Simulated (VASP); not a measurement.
# LiH (P3m1) in VASP: a series of runs

LiH is run at these levels: PBE; tasks: single point, relaxation of cell and atoms.

Everything below comes from runs of VASP 6.6.1. Logs are shortened: lines on timing, memory, paths and dates and some standing lists are left out, and cuts for length are marked.

## Step 1: The cell of the first run

Symmetry: P3m1, No. 156, trigonal system. Conventional cell: a = 2.895 Å, b = 2.895 Å, c = 15.511 Å, α = 90.00°, β = 90.00°, γ = 120.00°. Li (site symmetry 3m) has 4 H at 1.69 to 1.99 Å within 2.2 Å. Within 2.5 Å of Li (site symmetry 3m) lie 6 H at 1.91 to 2.17 Å and 1 Li at 2.47 Å. Within 2.2 Å of Li (site symmetry 3m) lie 2 H at 1.62 to 1.68 Å. Within 2.6 Å of Li (site symmetry 3m) lie 6 H at 1.98 to 2.02 Å and 1 Li at 2.56 Å. Li (site symmetry 3m) has 6 H at 2.01 to 2.20 Å and 1 Li at 2.56 Å within 2.7 Å. Li (site symmetry 3m) has 6 H at 1.95 to 2.18 Å within 2.6 Å. Within 2.2 Å of H (site symmetry 3m) lie 4 Li at 1.69 to 1.95 Å. Within 2.6 Å of H (site symmetry 3m) lie 6 Li at 1.99 to 2.17 Å.

## Step 2: Single point, PBE

INCAR

```
SYSTEM = LiH
  PREC = Accurate
  ENCUT = 520
  EDIFF = 1E-7
  ISMEAR = 0
  SIGMA = 0.1
  LREAL = .False.
  LASPH = .True.
  NELM = 100
  ALGO = Normal
  ISIF = 2
  LWAVE = .False.
  LCHARG = .False.
  GGA = PE
  NBANDS = 24
```

KPOINTS

```
regular mesh
0
Gamma
  6 6 1
  0 0 0
```

POSCAR

```
LiH
1.0
    2.8952716642      0.0000000026      0.0000000000
   -1.4476358343      2.5073788108      0.0000000000
    0.0000000000      0.0000000000     15.5110843012
Li H
6 6
Direct
    0.0000000000      0.0000000000      0.1188676214
    0.0000000000      0.0000000000      0.2778022514
    0.6666666667      0.3333333333      0.4458062846
    0.3333333333      0.6666666667      0.6184093087
    0.3333333333      0.6666666667      0.7832445456
    0.6666666667      0.3333333333      0.9457724181
    0.0000000000      0.0000000000      0.0102086467
    0.3333333333      0.6666666667      0.1884251116
    0.6666666667      0.3333333333      0.3372800569
    0.6666666667      0.3333333333      0.5502192232
    0.0000000000      0.0000000000      0.6910728062
    0.0000000000      0.0000000000      0.8551019657
```

Potentials or basis: VASP PAW PBE potentials, release 64 (Li_sv, H).

The run is started by

```
$ cat potpaw_PBE.64/Li_sv/POTCAR potpaw_PBE.64/H/POTCAR > POTCAR
$ mpirun -np 1 vasp_std > vasp.out
```

OUTCAR:

```text
SYSTEM = LiH
   PREC = Accurate
   ENCUT = 520
   EDIFF = 1E-7
   ISMEAR = 0
   LREAL = .False.
   LASPH = .True.
   NELM = 100
   ISIF = 2
   GGA = PE

 ion  position               nearest neighbor table
   1  0.000  0.000  0.119-   7 1.69   2 2.47
   2  0.000  0.000  0.278-   1 2.47
   3  0.667  0.333  0.446-  10 1.62   9 1.68
   4  0.333  0.667  0.618-   5 2.56
   5  0.333  0.667  0.783-   4 2.56
   6  0.667  0.333  0.946-
   7  0.000  0.000  0.010-   1 1.69
   8  0.333  0.667  0.188-
   9  0.667  0.333  0.337-   3 1.68
  10  0.667  0.333  0.550-   3 1.62
  11  0.000  0.000  0.691-
  12  0.000  0.000  0.855-

  LATTYP: Found a hexagonal cell.
 ALAT       =     2.8952716642
 C/A-ratio  =     5.3573847639

  Lattice vectors:

 A1 = (   2.8952716642,   0.0000000026,   0.0000000000)
 A2 = (  -1.4476358343,   2.5073788108,   0.0000000000)
 A3 = (   0.0000000000,   0.0000000000,  15.5110843012)

Analysis of symmetry for initial positions (statically):
=====================================================================
 Subroutine PRICEL returns:
 Original cell was already a primitive cell.

 Routine SETGRP: Setting up the symmetry group for a
 hexagonal supercell.

 Subroutine GETGRP returns: Found  6 space group operations
 (whereof  6 operations were pure point group operations)
 out of a pool of 24 trial point group operations.

The static configuration has the point symmetry C_3v.

Analysis of symmetry for dynamics (positions and initial velocities):
=====================================================================
 Subroutine PRICEL returns:
 Original cell was already a primitive cell.

 Routine SETGRP: Setting up the symmetry group for a
 hexagonal supercell.

 Subroutine GETGRP returns: Found  6 space group operations
 (whereof  6 operations were pure point group operations)
 out of a pool of 24 trial point group operations.

The dynamic configuration has the point symmetry C_3v.

 Subroutine INISYM returns: Found  6 space group operations
 (whereof  6 operations are pure point group operations),
 and found     1 'primitive' translations

----------------------------------------------------------------------------------------

                                     Primitive cell

  volume of cell :     112.6034

  direct lattice vectors                    reciprocal lattice vectors
     2.895271664  0.000000003  0.000000000     0.345390732  0.199411433  0.000000000
    -1.447635834  2.507378811  0.000000000    -0.000000000  0.398822864  0.000000000
     0.000000000  0.000000000 15.511084301     0.000000000  0.000000000  0.064470025

  length of vectors
     2.895271664  2.895271664 15.511084301     0.398822864  0.398822864  0.064470025

  position of ions in fractional coordinates (direct lattice)
     0.000000000  0.000000000  0.118867621
     0.000000000  0.000000000  0.277802251
     0.666666667  0.333333333  0.445806285
     0.333333333  0.666666667  0.618409309
     0.333333333  0.666666667  0.783244546
     0.666666667  0.333333333  0.945772418
     0.000000000  0.000000000  0.010208647
     0.333333333  0.666666667  0.188425112
     0.666666667  0.333333333  0.337280057
     0.666666667  0.333333333  0.550219223
     0.000000000  0.000000000  0.691072806
     0.000000000  0.000000000  0.855101966

  ion indices of the primitive-cell ions
   primitive index   ion index
                 1           1
                 2           2
                 3           3
                 4           4
                 5           5
                 6           6
                 7           7
                 8           8
                 9           9
                10          10
                11          11
                12          12

----------------------------------------------------------------------------------------

 KPOINTS: regular mesh

Automatic generation of k-mesh.
 Grid dimensions read from file:
 generate k-points for:    6    6    1

 Generating k-lattice:

  Cartesian coordinates                     Fractional coordinates (reciprocal lattice)
     0.057565122  0.033235239  0.000000000     0.166666667  0.000000000  0.000000000
    -0.000000000  0.066470477  0.000000000     0.000000000  0.166666667  0.000000000
     0.000000000  0.000000000  0.064470025     0.000000000  0.000000000  1.000000000

  Length of vectors
     0.066470477  0.066470477  0.064470025

  Shift w.r.t. Gamma in fractional coordinates (k-lattice)
     0.000000000  0.000000000  0.000000000

 Subroutine IBZKPT returns following result:
 ===========================================

 Found      7 irreducible k-points:

 Following reciprocal coordinates:
            Coordinates               Weight
  0.000000  0.000000  0.000000      1.000000
  0.166667  0.000000  0.000000      6.000000
  0.333333 -0.000000  0.000000      6.000000
  0.500000 -0.000000  0.000000      3.000000
  0.166667  0.166667  0.000000      6.000000
  0.333333  0.166667  0.000000     12.000000
  0.333333  0.333333  0.000000      2.000000
   k-points           NKPTS =      7   k-points in BZ     NKDIM =      7   number of bands    NBANDS=     24
   number of dos      NEDOS =    301   number of ions     NIONS =     12
   total plane-waves  NPLWV =  69120
   dimension x,y,z NGX =    24 NGY =   24 NGZ =  120
   dimension x,y,z NGXF=    48 NGYF=   48 NGZF=  240
   ions per type =               6   6
   NGX,Y,Z   is equivalent  to a cutoff of  13.78, 13.78, 12.86 a.u.
   NGXF,Y,Z  is equivalent  to a cutoff of  27.56, 27.56, 25.72 a.u.
 SYSTEM =  LiH
   PREC   = accura    normal or accurate (medium, high low for compatibility)
   ISTART =      0    job   : 0-new  1-cont  2-samecut
   ICHARG =      2    charge: 1-file 2-atom 10-const
   ISPIN  =      1    spin polarized calculation?
   LNONCOLLINEAR =      F non collinear calculations
   LSORBIT =      F    spin-orbit coupling
   LASPH  =      T    aspherical Exc in radial PAW
   ENCUT  =  520.0 eV  38.22 Ry    6.18 a.u.   5.38  5.38 28.84*2*pi/ulx,y,z
   NELM   =    100;   NELMIN=  2; NELMDL= -5     # of ELM steps
   EDIFF  = 0.1E-06   stopping-criterion for ELM
   LREAL  =      F    real-space projection
   EDIFFG = 0.1E-05   stopping-criterion for IOM
   NSW    =      0    number of steps for IOM
   IBRION =     -1    ionic relax: 0-MD 1-quasi-New 2-CG
   NFREE  =      0    steps in history (QN), initial steepest desc. (CG)
   ISIF   =      2    stress and relaxation
   ISYM   =      2    0-nonsym 1-usesym 2-fastsym
   POTIM  = 0.5000    time-step for ionic-motion
   TEBEG  =    0.0;   TEEND  =   0.0 temperature during run
   PSTRESS=    0.0 pullay stress
   NELECT =      24.0000    total number of electrons
   NUPDOWN=      -1.0000    fix difference up-down
   EMIN   =  10.00;   EMAX   =-10.00  energy-range for DOS
   EFERMI =   0.00;   METHOD = LEGACY
   ISMEAR =     0;   SIGMA  =   0.10  broadening in eV -4-tet -1-fermi 0-gaus
   EFERMI_NEDOS =   21; number of points for ismear=-14 and -15
   IALGO  =     38    algorithm
   IMIX   =      4    mixing-type and parameters
     AMIX     =   0.40;   BMIX     =  1.00
     AMIX_MAG =   1.60;   BMIX_MAG =  1.00
  volume/ion in A,a.u.               =       9.38        63.32
  Fermi-wavevector in a.u.,A,eV,Ry     =   0.977901  1.847964 13.011113  0.956290
  Thomas-Fermi vector in A             =   2.108634
   LORBIT       =      0    0 simple, 1 ext, 2 COOP (PROOUT), +10 PAW based schemes
   GGA     = PE    functional components
   LHFCALC =     F    Hartree Fock is set to
   AEXX    =    0.0000 exact exchange contribution
   IVDW    =     0    specifies the selected vdW correction
   LEPSILON=     F    determine dielectric tensor
   LRPA    =     F    only Hartree local field effects (RPA)
 non-spin polarized calculation
 Gauss-broadening in eV      SIGMA  =   0.10
  energy-cutoff  :      520.00
  volume of cell :      112.60
 maximum number of plane-waves:      3105
 NGX is ok and might be reduce to    24
   NGX = 11   NGY = 11   NGZ = 57

 number of electron      23.9999988 magnetization

 Free energy of the ion-electron system (eV)
  ---------------------------------------------------
  ext. energy  EPLUGINS =         0.00000000
  ---------------------------------------------------
  free energy    TOTEN  =       -34.77366658 eV

  energy without entropy =      -34.76983052  energy(sigma->0) =      -34.77174855

 E-fermi :   0.9263     XC(G=0):  -7.9394

 val. band max:        0.8519222356   @ k =   0.3333   0.3333   0.0000
 cond. band min:       1.0178447997   @ k =   0.5000  -0.0000   0.0000
 fundamental gap:      0.1659225641
 Fermi energy:         0.9262780154

 k-point     1 :       0.0000    0.0000    0.0000
  band No.  band energies     occupation
      1     -46.1696      2.00000
      2     -45.7330      2.00000
      3     -45.2630      2.00000
      4     -44.3786      2.00000
      5     -44.3338      2.00000
      6     -43.9645      2.00000
[... 16 lines left out ...]
     23      14.4316      0.00000
     24      14.7395      0.00000

 k-point     2 :       0.1667    0.0000    0.0000
  band No.  band energies     occupation
      1     -46.1640      2.00000
      2     -45.7270      2.00000
      3     -45.2572      2.00000
      4     -44.3726      2.00000
      5     -44.3280      2.00000
      6     -43.9585      2.00000
[... 16 lines left out ...]
     23      12.2452      0.00000
     24      12.5150      0.00000
[... 106 lines left out ...]
     23       8.4696      0.00000
     24       9.3039      0.00000

 k-point     7 :       0.3333    0.3333    0.0000
  band No.  band energies     occupation
      1     -46.1443      2.00000
      2     -45.7061      2.00000
      3     -45.2369      2.00000
      4     -44.3520      2.00000
      5     -44.3081      2.00000
      6     -43.9374      2.00000
[... 16 lines left out ...]
     23       7.4418      0.00000
     24       7.5603      0.00000

------------------------ aborting loop because EDIFF is reached ----------------------------------------

  FORCE on cell =-STRESS in cart. coord.  units (eV):
  Direction    XX          YY          ZZ          XY          YZ          ZX
  --------------------------------------------------------------------------------------
  -------------------------------------------------------------------------------------
  Total       -0.1890959     -0.1890959     -0.0965826     -0.0000000     -0.0000000      0.0000000
  in kB       -2.6905513     -2.6905513     -1.3742263     -0.0000000     -0.0000000      0.0000000
  external PRESSURE =      -2.2517763 kB  Pullay stress =       0.0000000 kB

 VOLUME and BASIS-vectors are now :
 -----------------------------------------------------------------------------
  energy-cutoff  :      520.00
  volume of cell :      112.60
      direct lattice vectors                 reciprocal lattice vectors
     2.895271664  0.000000003  0.000000000     0.345390732  0.199411433  0.000000000
    -1.447635834  2.507378811  0.000000000    -0.000000000  0.398822864  0.000000000
     0.000000000  0.000000000 15.511084301     0.000000000  0.000000000  0.064470025

 POSITION                                       TOTAL-FORCE (eV/Angst)
 -----------------------------------------------------------------------------------
      0.00000      0.00000      1.84377        -0.000000     -0.000000     -0.009580
      0.00000      0.00000      4.30901        -0.000000      0.000000      0.008391
      1.44764      0.83579      6.91494         0.000000     -0.000000     -0.002886
     -0.00000      1.67159      9.59220         0.000000      0.000000      0.001045
     -0.00000      1.67159     12.14897         0.000000     -0.000000     -0.008303
      1.44764      0.83579     14.66996        -0.000000      0.000000     -0.023913
      0.00000      0.00000      0.15835         0.000000     -0.000000      0.024617
     -0.00000      1.67159      2.92268         0.000000     -0.000000     -0.002398
      1.44764      0.83579      5.23158         0.000000     -0.000000     -0.020976
      1.44764      0.83579      8.53450         0.000000     -0.000000      0.017846
      0.00000      0.00000     10.71929         0.000000     -0.000000      0.004586
      0.00000      0.00000     13.26356         0.000000     -0.000000      0.011571
 -----------------------------------------------------------------------------------
    total drift:                               -0.000000     -0.000000     -0.001445

  FREE ENERGIE OF THE ION-ELECTRON SYSTEM (eV)
  ---------------------------------------------------
  free  energy   TOTEN  =       -34.7736665779 eV

  energy  without entropy=      -34.7698305167  energy(sigma->0) =      -34.77174855
```

Run time: 29 s. Hardware: 1 thread of Oxide Virtual Turin-like, shared host; peak memory 0.2 GiB.

Results:

- Free energy: -34.7737 eV
- Largest force: 0.025 eV/Å
- Band gap on the k mesh: 0.17 eV (least direct gap 0.61 eV)

Forces on the atoms (eV/Å):
```
Li   0.000  0.000 -0.010
Li   0.000  0.000  0.008
Li   0.000  0.000 -0.003
Li   0.000  0.000  0.001
Li   0.000  0.000 -0.008
Li   0.000  0.000 -0.024
H    0.000  0.000  0.025
H    0.000  0.000 -0.002
H    0.000  0.000 -0.021
H    0.000  0.000  0.018
H    0.000  0.000  0.005
H    0.000  0.000  0.012
```

Levels at points of the mesh, in eV from the valence-band top:
```tsv
k point	band 9	band 10	band 11	band 12	band 13	band 14	band 15	band 16
(0.00, 0.00, 0.00)	-5.64	-5.16	-4.37	-3.52	1.56	3.63	4.67	7.90
(0.50, 0.00, 0.00)	-2.96	-2.58	-1.58	-0.44	0.17	1.94	2.92	3.36
```

Caveat: the cutoff is under 1.25 times the usual one of these potentials, so pressure, stress and relaxed cells hold a basis-set (Pulay) error. A k mesh can miss the band edges.

## Step 3: Single point, PBE

This run uses another cell than the first one, of 13.93 Å³/atom.

INCAR

```
PREC = Accurate
ENCUT = 520
EDIFF = 1E-7
ISMEAR = 0
SIGMA = 0.1
LREAL = F
LASPH = T
NELM = 100
ALGO = Normal
ISIF = 2
LWAVE = F
LCHARG = F
GGA = PE
NBANDS = 24
```

KPOINTS

```
regular mesh
0
Gamma
  6 6 1
```

POSCAR

```
LiH
1.0
    3.2410636100      0.0000000000      0.0000000000
   -1.6205318100      2.8068434200      0.0000000000
    0.0000000000      0.0000000000     18.3766427400
Li H
6 6
Direct
    0.0000000000      0.0000000000      0.1214041100
    0.0000000000      0.0000000000      0.2602869400
    0.6666666700      0.3333333300      0.4482075000
    0.3333333300      0.6666666700      0.6361280500
    0.3333333300      0.6666666700      0.7816768300
    0.6666666700      0.3333333300      0.9272256100
    0.0000000000      0.0000000000      0.0000000000
    0.3333333300      0.6666666700      0.1875125500
    0.6666666700      0.3333333300      0.3330613300
    0.6666666700      0.3333333300      0.5633536600
    0.0000000000      0.0000000000      0.7089024400
    0.0000000000      0.0000000000      0.8544512200
```

Potentials or basis: VASP PAW PBE potentials, release 64 (Li_sv, H).

The run is started by

```
$ cat potpaw_PBE.64/Li_sv/POTCAR potpaw_PBE.64/H/POTCAR > POTCAR
$ mpirun -np 1 vasp_std > vasp.out
```

Run time: 29 s. Hardware: 1 thread of Oxide Virtual Turin-like, shared host; peak memory 0.22 GiB.

It converged, with:

```
Free energy            : -32.6793 eV
Largest force          : 0.924 eV/Å
Band gap on the k mesh : zero (bands 12 and 13 overlap by 0.03 eV)
```

Forces in eV/Å, atoms in the order of the input:
```
Li   0.000  0.000 -0.924
Li   0.000  0.000  0.890
Li   0.000  0.000  0.196
Li   0.000  0.000 -0.404
Li   0.000  0.000  0.277
Li   0.000  0.000  0.489
H    0.000  0.000  0.435
H    0.000  0.000 -0.185
H    0.000  0.000  0.109
H    0.000  0.000 -0.499
H    0.000  0.000 -0.274
H    0.000  0.000 -0.108
```

Levels at points of the mesh, in eV from the Fermi level:
```tsv
k point	band 9	band 10	band 11	band 12	band 13	band 14	band 15	band 16
(0.00, 0.00, 0.00)	-4.71	-4.23	-3.60	-2.79	-0.05	1.84	3.14	5.13
(0.50, 0.00, 0.00)	-2.48	-2.03	-1.45	-0.43	0.38	1.08	2.13	2.60
```

Caveat: the k points lie up to 0.37 Å⁻¹ apart; the cutoff is under 1.25 times the usual one of these potentials, so pressure, stress and relaxed cells hold a basis-set (Pulay) error.

## Step 4: Relaxation of cell and atoms, PBE

This run uses another cell than the first one, of 13.93 Å³/atom.

INCAR

```
SYSTEM = LiH
PREC = Accurate
ENCUT = 600
EDIFF = 1E-7
ISMEAR = 0
SIGMA = 0.1
LREAL = .False.
LASPH = .True.
NELM = 80
ALGO = Normal
ISIF = 3
LWAVE = .False.
LCHARG = .False.
GGA = PE
IBRION = 2
NSW = 90
EDIFFG = -0.04
```

KPOINTS

```
Automatic mesh
0
Gamma
  6 6 1
  0 0 0
```

POSCAR is that of step 3.

The run is started by

```
$ cat potpaw_PBE.64/Li_sv/POTCAR potpaw_PBE.64/H/POTCAR > POTCAR
$ mpirun -np 1 vasp_std > vasp.out
```

Run time: 5 min. Hardware: 1 thread of Oxide Virtual Turin-like, shared host; peak memory 0.3 GiB.

The run converged. Its results:

* Free energy: -34.8228 eV
* Relaxed volume: 9.33 Å³/atom
* Relaxed cell: a = 2.891 Å, b = 2.891 Å, c = 15.476 Å, α = 90.00°, β = 90.00°, γ = 120.00°
* Space group after relaxing (to 0.1 Å): P3m1 (No. 156)
* Energy gained by relaxing: 178.8 meV/atom
* Ionic steps: 15
* Pressure after relaxing: 0.0 GPa
* Largest force after relaxing: 0.026 eV/Å
* Band gap on the k mesh: 0.16 eV (least direct gap 0.60 eV)

Forces in eV/Å, atoms in the order of the input:
```
Li   0.000  0.000 -0.010
Li   0.000  0.000  0.002
Li   0.000  0.000 -0.026
Li   0.000  0.000  0.007
Li   0.000  0.000 -0.007
Li   0.000  0.000 -0.018
H    0.000  0.000  0.014
H    0.000  0.000  0.013
H    0.000  0.000  0.007
H    0.000  0.000  0.003
H    0.000  0.000  0.008
H    0.000  0.000  0.006
```

Stress tensor (GPa, compression positive):
```
-0.09  0.00  0.00
 0.00 -0.09  0.00
 0.00  0.00  0.13
```

The path:
| step | energy change (eV) | largest force (eV/Å) | pressure (GPa) | volume (Å³) |
| --- | --- | --- | --- | --- |
| 1 | 0.0000 | 0.9247 | -6.16 | 167.18 |
| 2 | -0.6882 | 0.9069 | -5.70 | 154.51 |
| 3 | -1.8251 | 0.5924 | -1.32 | 120.00 |
| 4 | -2.0090 | 0.3785 | -0.66 | 115.20 |
| 5 | -2.0736 | 0.3787 | 0.17 | 110.77 |
| 6 | -2.0741 | 0.4013 | 0.26 | 110.33 |
| 7 | -2.1031 | 0.1794 | 0.36 | 110.05 |
| 8 | -2.1094 | 0.2887 | 0.45 | 109.85 |
| 9 | -2.1261 | 0.1296 | 0.27 | 110.60 |
| 10 | -2.1315 | 0.1782 | 0.11 | 111.35 |
| 11 | -2.1390 | 0.1070 | -0.04 | 112.01 |
| 12 | -2.1407 | 0.1208 | -0.15 | 112.52 |
| 13 | -2.1441 | 0.0606 | -0.17 | 112.49 |
| 14 | -2.1441 | 0.0648 | -0.17 | 112.49 |
| 15 | -2.1452 | 0.0255 | -0.01 | 111.99 |

Final structure:
```
Li H
1.0
     2.89061    0.00000    0.00000
    -1.44530    2.50334    0.00000
     0.00000    0.00000   15.47632
Li H
6 6
Direct
  0.00000 0.00000 0.11880
  0.00000 0.00000 0.27777
  0.66667 0.33333 0.44607
  0.33333 0.66667 0.61841
  0.33333 0.66667 0.78320
  0.66667 0.33333 0.94570
  0.00000 0.00000 0.01020
  0.33333 0.66667 0.18801
  0.66667 0.33333 0.33710
  0.66667 0.33333 0.55063
  0.00000 0.00000 0.69113
  0.00000 0.00000 0.85519
```

Levels at points of the mesh, in eV from the valence-band top:
| k point | band 8 | band 9 | band 10 | band 11 | band 12 | band 13 | band 14 | band 15 | band 16 | band 17 |
| --- | --- | --- | --- | --- | --- | --- | --- | --- | --- | --- |
| (0.00, 0.00, 0.00) | -5.80 | -5.68 | -5.18 | -4.39 | -3.54 | 1.54 | 3.66 | 4.68 | 7.93 | 8.33 |
| (0.50, 0.00, 0.00) | -3.03 | -2.96 | -2.59 | -1.59 | -0.44 | 0.16 | 1.95 | 2.92 | 3.36 | 4.23 |

Caveat: the cutoff is under 1.25 times the usual one of these potentials, so pressure, stress and relaxed cells hold a basis-set (Pulay) error; the volume moved by over 15 % at a fixed basis, so the end points are rough. A k mesh can miss the band edges.

[end of part 1 of 2]

The gap in the log of VASP goes by the Fermi energy; the results here count the filled bands.